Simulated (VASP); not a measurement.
# La (P6_3/mmc) in VASP: further runs

Runs on La. Level: PBEsol. Tasks: single point.

All numbers are computed with VASP 6.6.1; they aren't measurements. Logs are shortened: lines on timing, memory, paths and dates and some standing lists are left out, and cuts for length are marked.

## 1. The cell of the first run

Symmetry: P6_3/mmc, No. 194, hexagonal system. Conventional cell: a = 3.734 Å, b = 3.734 Å, c = 11.149 Å, α = 90.00°, β = 90.00°, γ = 120.00°. La (site symmetry -3m) has 12 La at 3.52 to 3.73 Å within 4.6 Å. Within 4.6 Å of La (site symmetry -6m2) lie 12 La at 3.52 to 3.73 Å.

## 2. Single point, PBEsol

Input file INCAR:

```
SYSTEM = La
PREC     = Accurate       ! precision mode
ENCUT    = 520            ! plane-wave cutoff, eV
EDIFF    = 1E-6           ! SCF threshold, eV
ISMEAR   = 0              ! smearing method
SIGMA    = 0.15           ! smearing width, eV
LREAL    = .False.        ! projectors in reciprocal space
LASPH    = .True.         ! aspherical terms in the spheres
NELM     = 60             ! most SCF steps
ALGO     = Fast           ! electronic algorithm
ISIF     = 2              ! what is computed and relaxed
LWAVE    = .False.        ! write WAVECAR
LCHARG   = .True.         ! write CHGCAR
GGA      = PS             ! functional
LELF     = .True.         ! ELF
LVHAR    = .True.       
NBANDS   = 30             ! bands
```

Input file KPOINTS:

```
Automatic mesh
0
Gamma
  12 12 4
  0 0 0
```

Input file POSCAR:

```
La
1.0
    3.7345000000      0.0000000000      0.0000000000
   -1.8672500000      3.2341718704      0.0000000000
    0.0000000000      0.0000000000     11.1487000000
La
4
Direct
    0.0000000000      0.0000000000      0.0000000000
    0.0000000000      0.0000000000      0.5000000000
    0.3333333333      0.6666666667      0.2500000000
    0.6666666667      0.3333333333      0.7500000000
```

Potentials or basis: VASP PAW PBE potentials, release 64 (La).

Run with:

```console
$ cat potpaw_PBE.64/La/POTCAR > POTCAR
$ mpirun -np 1 vasp_std > vasp.out
```

OUTCAR:

```text
SYSTEM = La
   PREC = Accurate
   ENCUT = 520
   EDIFF = 1E-6
   ISMEAR = 0
   LREAL = .False.
   LASPH = .True.
   NELM = 60
   ISIF = 2
   GGA = PS

 ion  position               nearest neighbor table
   1  0.000  0.000  0.000-   3 3.52   4 3.52   3 3.52   4 3.52   4 3.52   3 3.52
   2  0.000  0.000  0.500-   3 3.52   4 3.52   3 3.52   4 3.52   4 3.52   3 3.52
   3  0.333  0.667  0.250-   1 3.52   2 3.52   1 3.52   2 3.52   1 3.52   2 3.52
   4  0.667  0.333  0.750-   1 3.52   2 3.52   1 3.52   2 3.52   1 3.52   2 3.52

  LATTYP: Found a hexagonal cell.
 ALAT       =     3.7345000000
 C/A-ratio  =     2.9853260142

  Lattice vectors:

 A1 = (   3.7345000000,   0.0000000000,   0.0000000000)
 A2 = (  -1.8672500000,   3.2341718704,   0.0000000000)
 A3 = (   0.0000000000,   0.0000000000,  11.1487000000)

Analysis of symmetry for initial positions (statically):
=====================================================================
 Subroutine PRICEL returns:
 Original cell was already a primitive cell.

 Routine SETGRP: Setting up the symmetry group for a
 hexagonal supercell.

 Subroutine GETGRP returns: Found 24 space group operations
 (whereof 12 operations were pure point group operations)
 out of a pool of 24 trial point group operations.

The static configuration has the point symmetry D_3d.
 The point group associated with its full space group is D_6h.

Analysis of symmetry for dynamics (positions and initial velocities):
=====================================================================
 Subroutine PRICEL returns:
 Original cell was already a primitive cell.

 Routine SETGRP: Setting up the symmetry group for a
 hexagonal supercell.

 Subroutine GETGRP returns: Found 24 space group operations
 (whereof 12 operations were pure point group operations)
 out of a pool of 24 trial point group operations.

The dynamic configuration has the point symmetry D_3d.
 The point group associated with its full space group is D_6h.

 Subroutine INISYM returns: Found 24 space group operations
 (whereof 12 operations are pure point group operations),
 and found     1 'primitive' translations

----------------------------------------------------------------------------------------

                                     Primitive cell

  volume of cell :     134.6542

  direct lattice vectors                    reciprocal lattice vectors
     3.734500000  0.000000000  0.000000000     0.267773464  0.154599081  0.000000000
    -1.867250000  3.234171870  0.000000000     0.000000000  0.309198163  0.000000000
     0.000000000  0.000000000 11.148700000     0.000000000  0.000000000  0.089696557

  length of vectors
     3.734500000  3.734500000 11.148700000     0.309198163  0.309198163  0.089696557

  position of ions in fractional coordinates (direct lattice)
     0.000000000  0.000000000  0.000000000
     0.000000000  0.000000000  0.500000000
     0.333333333  0.666666667  0.250000000
     0.666666667  0.333333333  0.750000000

  ion indices of the primitive-cell ions
   primitive index   ion index
                 1           1
                 2           2
                 3           3
                 4           4

----------------------------------------------------------------------------------------

 KPOINTS: Automatic mesh

Automatic generation of k-mesh.
 Grid dimensions read from file:
 generate k-points for:   12   12    4

 Generating k-lattice:

  Cartesian coordinates                     Fractional coordinates (reciprocal lattice)
     0.022314455  0.012883257  0.000000000     0.083333333  0.000000000  0.000000000
     0.000000000  0.025766514  0.000000000     0.000000000  0.083333333  0.000000000
     0.000000000  0.000000000  0.022424139     0.000000000  0.000000000  0.250000000

  Length of vectors
     0.025766514  0.025766514  0.022424139

  Shift w.r.t. Gamma in fractional coordinates (k-lattice)
     0.000000000  0.000000000  0.000000000

 Subroutine IBZKPT returns following result:
 ===========================================

 Found     57 irreducible k-points:

 Following reciprocal coordinates:
            Coordinates               Weight
  0.000000  0.000000  0.000000      1.000000
  0.083333  0.000000  0.000000      6.000000
  0.166667 -0.000000  0.000000      6.000000
  0.250000  0.000000  0.000000      6.000000
  0.333333  0.000000  0.000000      6.000000
  0.416667  0.000000  0.000000      6.000000
[... 16 lines left out ...]
  0.250000  0.000000  0.250000     12.000000
  0.333333  0.000000  0.250000     12.000000
 [... further k-points ...]
   k-points           NKPTS =     57   k-points in BZ     NKDIM =     57   number of bands    NBANDS=     30
   number of dos      NEDOS =    301   number of ions     NIONS =      4
   total plane-waves  NPLWV =  65856
   dimension x,y,z NGX =    28 NGY =   28 NGZ =   84
   dimension x,y,z NGXF=    56 NGYF=   56 NGZF=  168
   ions per type =               4
   NGX,Y,Z   is equivalent  to a cutoff of  12.46, 12.46, 12.53 a.u.
   NGXF,Y,Z  is equivalent  to a cutoff of  24.93, 24.93, 25.05 a.u.
 SYSTEM =  La
   PREC   = accura    normal or accurate (medium, high low for compatibility)
   ISTART =      0    job   : 0-new  1-cont  2-samecut
   ICHARG =      2    charge: 1-file 2-atom 10-const
   ISPIN  =      1    spin polarized calculation?
   LNONCOLLINEAR =      F non collinear calculations
   LSORBIT =      F    spin-orbit coupling
   LASPH  =      T    aspherical Exc in radial PAW
   ENCUT  =  520.0 eV  38.22 Ry    6.18 a.u.   6.94  6.94 20.73*2*pi/ulx,y,z
   NELM   =     60;   NELMIN=  2; NELMDL= -5     # of ELM steps
   EDIFF  = 0.1E-05   stopping-criterion for ELM
   LREAL  =      F    real-space projection
   EDIFFG = 0.1E-04   stopping-criterion for IOM
   NSW    =      0    number of steps for IOM
   IBRION =     -1    ionic relax: 0-MD 1-quasi-New 2-CG
   NFREE  =      0    steps in history (QN), initial steepest desc. (CG)
   ISIF   =      2    stress and relaxation
   ISYM   =      2    0-nonsym 1-usesym 2-fastsym
   POTIM  = 0.5000    time-step for ionic-motion
   TEBEG  =    0.0;   TEEND  =   0.0 temperature during run
   PSTRESS=    0.0 pullay stress
   NELECT =      44.0000    total number of electrons
   NUPDOWN=      -1.0000    fix difference up-down
   EMIN   =  10.00;   EMAX   =-10.00  energy-range for DOS
   EFERMI =   0.00;   METHOD = LEGACY
   ISMEAR =     0;   SIGMA  =   0.15  broadening in eV -4-tet -1-fermi 0-gaus
   EFERMI_NEDOS =   21; number of points for ismear=-14 and -15
   IALGO  =     68    algorithm
   IMIX   =      4    mixing-type and parameters
     AMIX     =   0.40;   BMIX     =  1.00
     AMIX_MAG =   1.60;   BMIX_MAG =  1.00
  volume/ion in A,a.u.               =      33.66       227.17
  Fermi-wavevector in a.u.,A,eV,Ry     =   1.127593  2.130842 17.299352  1.271466
  Thomas-Fermi vector in A             =   2.264280
   LORBIT       =      0    0 simple, 1 ext, 2 COOP (PROOUT), +10 PAW based schemes
   GGA     = PS    functional components
   LHFCALC =     F    Hartree Fock is set to
   AEXX    =    0.0000 exact exchange contribution
   IVDW    =     0    specifies the selected vdW correction
   LEPSILON=     F    determine dielectric tensor
   LRPA    =     F    only Hartree local field effects (RPA)
 non-spin polarized calculation
 RMM-DIIS sequential band-by-band and
 Gauss-broadening in eV      SIGMA  =   0.15
  energy-cutoff  :      520.00
  volume of cell :      134.65
 maximum number of plane-waves:      3645
 NGX is ok and might be reduce to    28
   NGX = 13   NGY = 13   NGZ = 41

 number of electron      43.9999996 magnetization

 Free energy of the ion-electron system (eV)
  ---------------------------------------------------
  ext. energy  EPLUGINS =         0.00000000
  ---------------------------------------------------
  free energy    TOTEN  =       -21.33422386 eV

  energy without entropy =      -21.26553719  energy(sigma->0) =      -21.29988052

 E-fermi :   8.7124     XC(G=0): -10.0895

 val. band max:        8.6953679220   @ k =   0.1667   0.1667   0.2500
 cond. band min:       8.7149010333   @ k =   0.2500   0.0000   0.2500
 fundamental gap:      0.0195331113
 Fermi energy:         8.7124000346

 k-point     1 :       0.0000    0.0000    0.0000
  band No.  band energies     occupation
      1     -24.0521      2.00000
      2     -23.8630      2.00000
      3     -23.8605      2.00000
      4     -23.6600      2.00000
      5      -8.7169      2.00000
      6      -7.7424      2.00000
[... 22 lines left out ...]
     29      10.2283      0.00000
     30      10.5177      0.00000

 k-point     2 :       0.0833    0.0000    0.0000
  band No.  band energies     occupation
      1     -24.0376      2.00000
      2     -23.8537      2.00000
      3     -23.8512      2.00000
      4     -23.6567      2.00000
      5      -8.6800      2.00000
      6      -7.7755      2.00000
[... 22 lines left out ...]
     29      10.2897      0.00000
     30      10.5982      0.00000

 k-point     3 :       0.1667   -0.0000    0.0000
  band No.  band energies     occupation
      1     -23.9965      2.00000
      2     -23.8282      2.00000
      3     -23.8256      2.00000
      4     -23.6487      2.00000
      5      -8.5738      2.00000
      6      -7.8918      2.00000
[... 22 lines left out ...]
     29      10.2869      0.00000
     30      10.4444      0.00000

 k-point     4 :       0.2500    0.0000    0.0000
  band No.  band energies     occupation
      1     -23.9364      2.00000
      2     -23.7930      2.00000
      3     -23.7903      2.00000
      4     -23.6412      2.00000
      5      -8.4196      2.00000
      6      -8.0978      2.00000
[... 616 lines left out ...]
     29      10.1731      0.00000
     30      10.4274      0.00000

 k-point    23 :       0.2500    0.0000    0.2500
  band No.  band energies     occupation
      1     -23.9256      2.00000
      2     -23.8477      2.00000
      3     -23.7348      2.00000
      4     -23.6529      2.00000
      5      -8.3992      2.00000
      6      -8.2220      2.00000
[... 22 lines left out ...]
     29      10.1858      0.00000
     30      10.4406      0.00000

 k-point    24 :       0.3333    0.0000    0.2500
  band No.  band energies     occupation
      1     -23.8606      2.00000
      2     -23.7997      2.00000
      3     -23.7120      2.00000
      4     -23.6490      2.00000
      5      -8.3907      2.00000
      6      -8.2531      2.00000
[... 22 lines left out ...]
     29      10.2272      0.00000
     30      10.6271      0.00000

 [... further k-points ...]

------------------------ aborting loop because EDIFF is reached ----------------------------------------

  FORCE on cell =-STRESS in cart. coord.  units (eV):
  Direction    XX          YY          ZZ          XY          YZ          ZX
  --------------------------------------------------------------------------------------
  -------------------------------------------------------------------------------------
  Total       -0.6999463     -0.6999463      2.6841172      0.0000000      0.0000000      0.0000000
  in kB       -8.3282838     -8.3282838     31.9368646      0.0000000      0.0000000      0.0000000
  external PRESSURE =       5.0934323 kB  Pullay stress =       0.0000000 kB

 VOLUME and BASIS-vectors are now :
 -----------------------------------------------------------------------------
  energy-cutoff  :      520.00
  volume of cell :      134.65
      direct lattice vectors                 reciprocal lattice vectors
     3.734500000  0.000000000  0.000000000     0.267773464  0.154599081  0.000000000
    -1.867250000  3.234171870  0.000000000     0.000000000  0.309198163  0.000000000
     0.000000000  0.000000000 11.148700000     0.000000000  0.000000000  0.089696557

 POSITION                                       TOTAL-FORCE (eV/Angst)
 -----------------------------------------------------------------------------------
      0.00000      0.00000      0.00000        -0.000000      0.000000      0.000000
      0.00000      0.00000      5.57435        -0.000000      0.000000      0.000000
     -0.00000      2.15611      2.78717        -0.000000     -0.000000      0.000000
      1.86725      1.07806      8.36153         0.000000      0.000000      0.000000
 -----------------------------------------------------------------------------------
    total drift:                                0.000000     -0.000000      0.000000

  FREE ENERGIE OF THE ION-ELECTRON SYSTEM (eV)
  ---------------------------------------------------
  free  energy   TOTEN  =       -21.3342238622 eV

  energy  without entropy=      -21.2655371853  energy(sigma->0) =      -21.29988052
```

Run time: 12 min. Hardware: 1 thread of AMD EPYC 9R45 (Zen 5), shared host; peak memory 0.34 GiB.

What came out:

* Free energy: -21.3342 eV
* Pressure: 0.5 GPa
* Band gap on the k mesh: zero (bands 22 and 23 overlap by 1.14 eV)

Caveat: the PAW data sets were made with another functional, which shifts forces and pressure a little; spin-orbit coupling is left out, which moves the levels of the heavy elements.

## 3. Single point, PBEsol

This run uses another cell than the first one, of 33.84 Å³/atom.

Input file INCAR:

```
ALGO     = Fast           # electronic algorithm
EDIFF    = 1E-7           # SCF threshold, eV
ENCUT    = 520            # plane-wave cutoff, eV
GGA      = PS             # functional
ISIF     = 2              # what is computed and relaxed
ISMEAR   = 0              # smearing method
LASPH    = T              # aspherical terms in the spheres
LCHARG   = F              # write CHGCAR
LREAL    = F              # projectors in reciprocal space
LWAVE    = F              # write WAVECAR
NBANDS   = 30             # bands
NELM     = 100            # most SCF steps
PREC     = Accurate       # precision mode
SIGMA    = 0.15           # smearing width, eV
```

Input file KPOINTS:

```
k-points
0
Gamma
  12 12 4
```

Input file POSCAR:

```
La
1.0
    3.6979000000      0.0000000000      0.0000000000
   -1.8489500000      3.2024753407      0.0000000000
    0.0000000000      0.0000000000     11.4298000000
La
4
Direct
    0.0000000000      0.0000000000      0.0000000000
    0.0000000000      0.0000000000      0.5000000000
    0.3333333333      0.6666666667      0.2500000000
    0.6666666667      0.3333333333      0.7500000000
```

Potentials or basis: VASP PAW PBE potentials, release 64 (La).

Run with:

```console
$ cat potpaw_PBE.64/La/POTCAR > POTCAR
$ mpirun -np 1 vasp_std > vasp.out
```

Run time: 18 min. Hardware: 1 thread of AMD EPYC 9R45 (Zen 5), shared host; peak memory 0.35 GiB.

It converged, with:

| Quantity | Value |
| --- | --- |
| Free energy | -21.3967 eV |
| Pressure | 0.3 GPa |
| Band gap on the k mesh | zero (bands 22 and 23 overlap by 1.26 eV) |

Stress tensor (GPa, compression positive):
```
-0.47  0.00  0.00
 0.00 -0.47  0.00
 0.00  0.00  1.71
```

Levels at points of the mesh, in eV from the Fermi level:
```
           k point  band 19  band 20  band 21  band 22  band 23  band 24  band 25  band 26
(0.00, 0.00, 0.00)    -1.78    -1.76     0.63     0.81     1.11     1.12     1.19     1.37
(0.50, 0.00, 0.00)    -1.75    -1.15    -0.67    -0.20    -0.10     0.58     0.96     1.11
(0.00, 0.00, 0.50)    -1.81    -1.81     0.88     0.88     1.21     1.22     1.23     1.28
(0.50, 0.00, 0.50)    -1.46    -1.46    -1.18    -1.18     0.82     0.82     1.29     1.29
```

Caveat: the PAW data sets were made with another functional, which shifts forces and pressure a little; spin-orbit coupling is left out, which moves the levels of the heavy elements.

(Continued in part 2 of 2.)

The gap in the log of VASP goes by the Fermi energy; the results here count the filled bands.